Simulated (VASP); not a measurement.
# SiC (F-43m) in VASP: G0W0 quasiparticle levels with PBE

Aim: the G0W0 quasiparticle levels of SiC with PBE.

Program: VASP 6.6.1. These are calculated values, not measurements. Logs are shortened: lines on timing, memory, paths and dates and some standing lists are left out, and cuts for length are marked.

## Step 1: The cell of the first run

The structure is cubic, space group F-43m (No. 216). The conventional cell has a = 4.356 Å, b = 4.356 Å, c = 4.356 Å, α = 90.00°, β = 90.00°, γ = 90.00°. Within 2.5 Å of Si (site symmetry -43m) lie 4 C at 1.89 Å. Within 2.5 Å of C (site symmetry -43m) lie 4 Si at 1.89 Å.

## Step 2: G0W0 quasiparticle levels, PBE

The input, POSCAR:

```
SiC
1.0
    0.0000000000      2.1780523510      2.1780523510
    2.1780523510      0.0000000000      2.1780523510
    2.1780523510      2.1780523510      0.0000000000
Si C
1 1
Direct
    0.0000000000      0.0000000000      0.0000000000
    0.2500000000      0.2500000000      0.2500000000
```

The input, INCAR.step1:

```
ALGO = Normal ; EDIFF = 1E-8
ENCUT = 500 ; GGA = PE
ISMEAR = 0 ; LASPH = T
LCHARG = F ; LREAL = F
LWAVE = T ; NELM = 80
PREC = Accurate ; SIGMA = 0.01
```

The input, INCAR.step2:

```
ALGO = Exact ; EDIFF = 1E-8
ENCUT = 500 ; GGA = PE
ISMEAR = 0 ; ISTART = 1
LASPH = T ; LCHARG = F
LOPTICS = T ; LREAL = F
LWAVE = T ; NBANDS = 50
NELM = 1 ; PREC = Accurate
SIGMA = 0.01
```

The input, INCAR.step3:

```
ALGO = EVGW0 ; EDIFF = 1E-8
ENCUT = 500 ; ENCUTGW = 100.0
GGA = PE ; ISMEAR = 0
ISTART = 1 ; LASPH = T
LCHARG = F ; LREAL = F
LWAVE = F ; NBANDS = 50
NBANDSGW = 12 ; NELMGW = 1
NOMEGA = 48 ; PREC = Accurate
PRECFOCK = Fast ; SIGMA = 0.01
```

The input, KPOINTS:

```
k-points
0
Gamma
  6 6 6
```

Potentials or basis: VASP PAW PBE potentials, release 64 (Si_GW, C_GW).

On the command line:

```bash
cat potpaw_PBE.64/Si_GW/POTCAR potpaw_PBE.64/C_GW/POTCAR > POTCAR
cp INCAR.step1 INCAR
mpirun -np 1 vasp_std > vasp.out
cp INCAR.step2 INCAR
mpirun -np 1 vasp_std > vasp.out
cp INCAR.step3 INCAR
mpirun -np 1 vasp_std > vasp.out
```

OUTCAR:

```text
EDIFF = 1E-8
   ENCUT = 500
   ENCUTGW = 100.0
   GGA = PE
   ISMEAR = 0
   ISTART = 1
   LASPH = T
   LREAL = F
   NELMGW = 1
   PREC = Accurate
   PRECFOCK = Fast

 ion  position               nearest neighbor table
   1  0.000  0.000  0.000-   2 1.89   2 1.89   2 1.89   2 1.89
   2  0.250  0.250  0.250-   1 1.89   1 1.89   1 1.89   1 1.89

  LATTYP: Found a face centered cubic cell.
 ALAT       =     4.3561047020

  Lattice vectors:

 A1 = (   0.0000000000,   2.1780523510,   2.1780523510)
 A2 = (   2.1780523510,   0.0000000000,   2.1780523510)
 A3 = (   2.1780523510,   2.1780523510,   0.0000000000)

Analysis of symmetry for initial positions (statically):
=====================================================================
 Subroutine PRICEL returns:
 Original cell was already a primitive cell.

 Routine SETGRP: Setting up the symmetry group for a
 face centered cubic supercell.

 Subroutine GETGRP returns: Found 24 space group operations
 (whereof 24 operations were pure point group operations)
 out of a pool of 48 trial point group operations.

The static configuration has the point symmetry T_d .

Analysis of symmetry for dynamics (positions and initial velocities):
=====================================================================
 Subroutine PRICEL returns:
 Original cell was already a primitive cell.

 Routine SETGRP: Setting up the symmetry group for a
 face centered cubic supercell.

 Subroutine GETGRP returns: Found 24 space group operations
 (whereof 24 operations were pure point group operations)
 out of a pool of 48 trial point group operations.

The dynamic configuration has the point symmetry T_d .

 Subroutine INISYM returns: Found 24 space group operations
 (whereof 24 operations are pure point group operations),
 and found     1 'primitive' translations

----------------------------------------------------------------------------------------

[... 80 lines left out ...]
   LASPH  =      T    aspherical Exc in radial PAW
   ENCUT  =  500.0 eV  36.75 Ry    6.06 a.u.   5.62  5.62  5.62*2*pi/ulx,y,z
   NELM   =     60;   NELMIN=  2; NELMDL=  0     # of ELM steps
   EDIFF  = 0.1E-07   stopping-criterion for ELM
   LREAL  =      F    real-space projection
   EDIFFG = 0.1E-06   stopping-criterion for IOM
   NSW    =      0    number of steps for IOM
   IBRION =     -1    ionic relax: 0-MD 1-quasi-New 2-CG
   NFREE  =      0    steps in history (QN), initial steepest desc. (CG)
   ISIF   =      0    stress and relaxation
   ISYM   =      3    0-nonsym 1-usesym 2-fastsym
   POTIM  = 0.5000    time-step for ionic-motion
   TEBEG  =    0.0;   TEEND  =   0.0 temperature during run
   PSTRESS=    0.0 pullay stress
   NELECT =       8.0000    total number of electrons
   NUPDOWN=      -1.0000    fix difference up-down
   EMIN   =  10.00;   EMAX   =-10.00  energy-range for DOS
   EFERMI =   0.00;   METHOD = LEGACY
   ISMEAR =     0;   SIGMA  =   0.01  broadening in eV -4-tet -1-fermi 0-gaus
   EFERMI_NEDOS =   21; number of points for ismear=-14 and -15
   IALGO  =     38    algorithm
   IMIX   =      4    mixing-type and parameters
     AMIX     =   0.40;   BMIX     =  1.00
     AMIX_MAG =   1.60;   BMIX_MAG =  1.00
  volume/ion in A,a.u.               =      10.33        69.73
  Fermi-wavevector in a.u.,A,eV,Ry     =   1.193145  2.254717 19.369182  1.423595
  Thomas-Fermi vector in A             =   2.329166
   LORBIT       =      0    0 simple, 1 ext, 2 COOP (PROOUT), +10 PAW based schemes
   GGA     = PE    functional components
   LHFCALC =     T    Hartree Fock is set to
   PRECFOCK=fast      Normal, Fast or Accurate (Low or Medium for compatibility)
   ENCUT4O =  -1.0   cutoff for four orbital integrals eV
   NKREDX  =     1    reduce k-point grid by
   NKREDY  =     1    reduce k-point grid by
   NKREDZ  =     1    reduce k-point grid by
   AEXX    =    1.0000 exact exchange contribution
   HFSCREEN=    0.0000 screening length (either q_TF or 0.3 A-1)
   HFSCREENC=   0.0000 screening length for correlation (either q_TF or 0.3 A-1)
   ENCUTFOCK=  -1.0 apply spherical cutoff to Coloumb kernel
   IVDW    =     0    specifies the selected vdW correction
   LEPSILON=     F    determine dielectric tensor
   LRPA    =     F    only Hartree local field effects (RPA)
   LRPAFORCE           =     F    calculate RPA forces
   ENCUTGW             = 100.0    cutoff for response function in eV
   ENCUTGWSOFT         =  80.0    soft cutoff for Coulomb kernel in GW response function in eV
   ENCUTLF             =  -1.0    cutoff for local field effects
   NELMGW              =     1    number of iterations in solving QP/BSE equation
   NELMHF              =     1    number of iterations in the inner HF iteration
   NKREDLFX            =     1    NKREDLFY  =   1   NKREDLFZ  =   1
 non-spin polarized calculation
 Gauss-broadening in eV      SIGMA  =   0.01
  energy-cutoff  :      500.00
  volume of cell :       20.66
 maximum number of plane-waves:       544
 NGX is ok and might be reduce to    24
  NGX = 14; NGY = 14; NGZ = 14
   NGX = 11   NGY = 11   NGZ = 11
 maximum number of plane-waves:        59
 NGX is ok and might be reduce to    14

 QP shifts <psi_nk| G(iteration)W_0 |psi_nk>: iteration 1
 for sc-GW calculations column KS-energies equals QP-energies in previous step
 and V_xc(KS)=  KS-energies - (<T + V_ion + V_H > + <T+V_H+V_ion>^1  + <V_x>^1)

 k-point   1 :       0.0000    0.0000    0.0000
  band No.  KS-energies  QP-energies   sigma(KS)   V_xc(KS)     V^pw_x(r,r')   Z            occupation Imag(sigma)

      1      -7.6307      -8.5573     -14.0239     -12.7407     -21.7000       0.7221       2.0000       1.4158
      2       7.7898       7.4580     -15.2294     -14.8088     -17.4320       0.7889       2.0000       0.0820
      3       7.7898       7.4580     -15.2294     -14.8088     -17.4320       0.7889       2.0000       0.0820
      4       7.7898       7.4580     -15.2294     -14.8088     -17.4320       0.7889       2.0000       0.0820
      5      14.0326      14.7717     -12.2347     -13.1810      -7.3902       0.7810       0.0000      -0.1098
      6      15.0962      15.8222     -10.6326     -11.5486      -5.7592       0.7926       0.0000      -0.1101
      7      15.0962      15.8222     -10.6326     -11.5486      -5.7592       0.7926       0.0000      -0.1101
      8      15.0962      15.8222     -10.6326     -11.5486      -5.7592       0.7926       0.0000      -0.1101
      9      22.2861      23.1280     -10.3606     -11.4320      -4.5118       0.7858       0.0000      -0.3023
     10      22.2861      23.1280     -10.3606     -11.4320      -4.5118       0.7858       0.0000      -0.3023
     11      24.2677      24.6513      -9.3019      -9.7953      -2.9125       0.7776       0.0000      -0.4590
     12      25.0605      25.4949      -9.7108     -10.2735      -2.9612       0.7721       0.0000      -0.7578
[... 228 lines left out ...]
      1      -2.4366      -3.1392     -15.4251     -14.4548     -21.9219       0.7241       2.0000       0.6908
      2       0.4928      -0.2742     -13.7042     -12.6676     -18.0580       0.7399       2.0000       0.3110
      3       3.2745       2.5584     -13.8091     -12.8679     -17.0711       0.7607       2.0000       0.1461
      4       3.3983       2.7005     -13.4082     -12.4969     -16.3997       0.7657       2.0000       0.1320
      5      11.7801      12.3184     -11.0475     -11.7201      -6.9030       0.8004       0.0000      -0.0821
      6      14.8824      15.5969     -10.8132     -11.7075      -6.0836       0.7990       0.0000      -0.1039
      7      18.6234      19.3806     -11.0090     -11.9990      -4.9199       0.7649       0.0000      -0.2561
      8      20.0070      20.9703     -11.7069     -12.9622      -5.7183       0.7674       0.0000      -0.2609
      9      21.9715      22.8808     -11.7024     -12.9286      -4.6011       0.7416       0.0000      -0.4629
     10      25.4936      26.2721     -10.8142     -11.8337      -3.7852       0.7636       0.0000      -0.6445
     11      28.9384      30.1012     -11.7047     -13.2346      -4.4973       0.7600       0.0000      -0.8491
     12      31.8949      32.7740     -11.3952     -12.5343      -4.0113       0.7717       0.0000      -1.2300
```

OUTCAR.step1:

```text
EDIFF = 1E-8
   ENCUT = 500
   GGA = PE
   ISMEAR = 0
   LASPH = T
[... 386 lines left out ...]
 -----------------------------------------------------------------------------------
      0.00000      0.00000      0.00000        -0.000000     -0.000000     -0.000000
      1.08903      1.08903      1.08903         0.000000      0.000000      0.000000
 -----------------------------------------------------------------------------------
    total drift:                                0.000000      0.000000      0.000000

  FREE ENERGIE OF THE ION-ELECTRON SYSTEM (eV)
  ---------------------------------------------------
  free  energy   TOTEN  =       -15.0440547389 eV

  energy  without entropy=      -15.0440547389  energy(sigma->0) =      -15.04405474
```

Run time: 96 s. Hardware: 1 thread of Intel Xeon 6975P-C, shared host; peak memory 0.28 GiB.

What came out:

| Quantity | Value |
| --- | --- |
| Band gap on the k mesh, mean-field level | 1.35 eV, indirect (least direct gap 4.54 eV) |
| Quasiparticle gap | 2.01 eV |
| Least direct quasiparticle gap | 5.51 eV |

Caveat: bands, screening cutoff and mesh are small and nothing is extrapolated, so the quasiparticle values aren't converged. A k mesh can miss the band edges.
